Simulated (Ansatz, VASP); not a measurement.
**Two plane-wave programs on SiC**

Contents of INCAR:

```
PREC = Accurate
ENCUT = 520
EDIFF = 1E-6
ISMEAR = 0
SIGMA = 0.02
LREAL = F
LASPH = T
NELM = 100
ALGO = Normal
ISIF = 2
LWAVE = F
LCHARG = F
GGA = PE
NBANDS = 16
```

The input KPOINTS:

```
Automatic mesh
0
Gamma
  12 12 6
```

Contents of POSCAR:

```
SiC
1.0
    3.0759982064      0.0000000000      0.0000000000
   -1.5379991032      2.6638925888      0.0000000000
    0.0000000000      0.0000000000      5.0480000000
Si C
2 2
Direct
    0.3333333333      0.6666666667      0.0000000000
    0.6666666667      0.3333333333      0.5000000000
    0.3442278067      0.6759913670      0.3786113312
    0.6666666667      0.3333333333      0.8850000000
```

Input for Ansatz:

```yaml
crystal:
  lattice:
    - [3.0759982064, 0.0, 0.0]
    - [-1.5379991032, 2.6638925888, 0.0]
    - [0.0, 0.0, 5.048]
  atoms:
    - { symbol: Si, position: [0.3333333333, 0.6666666667, 0.0] }
    - { symbol: Si, position: [0.6666666667, 0.3333333333, 0.5] }
    - { symbol: C, position: [0.3442278067, 0.675991367, 0.3786113312] }
    - { symbol: C, position: [0.6666666667, 0.3333333333, 0.885] }
basis:
  ecutwfc: 420
kpoints:
  mp_grid: { grid: [12, 12, 6] }
hamiltonian:
  xc: pbe
scf:
  occupations: { method: gaussian, width: 0.02 }
output:
  forces: true
  stress: true
  eigenvalues: true
```

Change from the starting cell: one atom moved.

Alike in both runs: task single point; functional PBE; k mesh 12 × 12 × 6; occupations gaussian, width 0.02 eV; no spin polarisation.

```csv
,VASP,Ansatz
version,VASP 6.6.1,Ansatz 0.2.0
potentials or method,"VASP PAW PBE potentials, release 64 (Si, C), cutoff 520 eV","scalar-relativistic, plane waves, PAW"
valence electrons in the cell,16,16
```

Ansatz gave:

* gap on the k mesh at the Fermi level (eV): 2.33
* least direct gap on the mesh (eV): 4.01
* pressure (GPa): 3.7
* traceless stress, the component that is largest in VASP (GPa): -2.21
* rms of the force components (eV/Å): 0.421

**Question.** What did VASP give for the same quantities?

**Answer.** gap on the k mesh at the Fermi level (eV): 2.33; least direct gap on the mesh (eV): 4.01; pressure (GPa): 3.6; traceless stress, the component that is largest in VASP (GPa): -2.19; rms of the force components (eV/Å): 0.421.

Atom by atom the forces differ by 0.000 eV/Å (rms over components). The functional is the same, so the differences come from potentials, cutoffs and numerics.
